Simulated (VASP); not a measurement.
A run of VASP 6.6.1:

File POSCAR:

```
F
1.0
   13.0000000000      0.0000000000      0.0000000000
    0.0000000000     13.3000000000      0.0000000000
    0.0000000000      0.0000000000     13.6000000000
F
2
Direct
    0.4463168987      0.5000000000      0.5000000000
    0.5536831013      0.5000000000      0.5000000000
```

File INCAR.step1:

```
SYSTEM = F
  PREC = Accurate
  ENCUT = 1110
  ISMEAR = 0
  SIGMA = 0.01
  LREAL = .FALSE.
  LASPH = .TRUE.
  NELM = 120
  NBANDS = 14
  GGA = PE
  ALGO = Normal
  EDIFF = 1E-5
  LWAVE = .TRUE.
  LCHARG = .FALSE.
  GGA_COMPAT = .FALSE.
  NELMDL = -8
```

Contents of INCAR.step2:

```
SYSTEM = F
  PREC = Accurate
  ENCUT = 1110
  EDIFF = 1E-6
  ISMEAR = 0
  SIGMA = 0.01
  LREAL = .FALSE.
  LASPH = .TRUE.
  NELM = 120
  ALGO = Normal
  ISIF = 2
  LWAVE = .FALSE.
  LCHARG = .FALSE.
  METAGGA = R2SCAN
  LMIXTAU = .TRUE.
  NBANDS = 14
  ISTART = 1
  GGA_COMPAT = .FALSE.
```

File KPOINTS:

```
regular mesh
0
G
  1 1 1
  0 0 0
```

Potentials or basis: VASP PAW PBE potentials, release 64 (F_h).

Launch:

```sh
$ cat potpaw_PBE.64/F_h/POTCAR > POTCAR
$ cp INCAR.step1 INCAR
$ mpirun -np 1 vasp_gam > vasp.out
$ cp INCAR.step2 INCAR
$ mpirun -np 1 vasp_gam > vasp.out
```

Hardware: 1 thread of Intel(R) Xeon(R) Platinum 8259CL CPU @ 2.50GHz (Skylake/Cascade Lake) (shared host).

Q: How long does it take, and how much memory?

A: Run time: 29 min on 1 thread of Intel(R) Xeon(R) Platinum 8259CL CPU @ 2.50GHz (Skylake/Cascade Lake) (shared host), peak memory 5.4 GiB. Counts: k points 1.
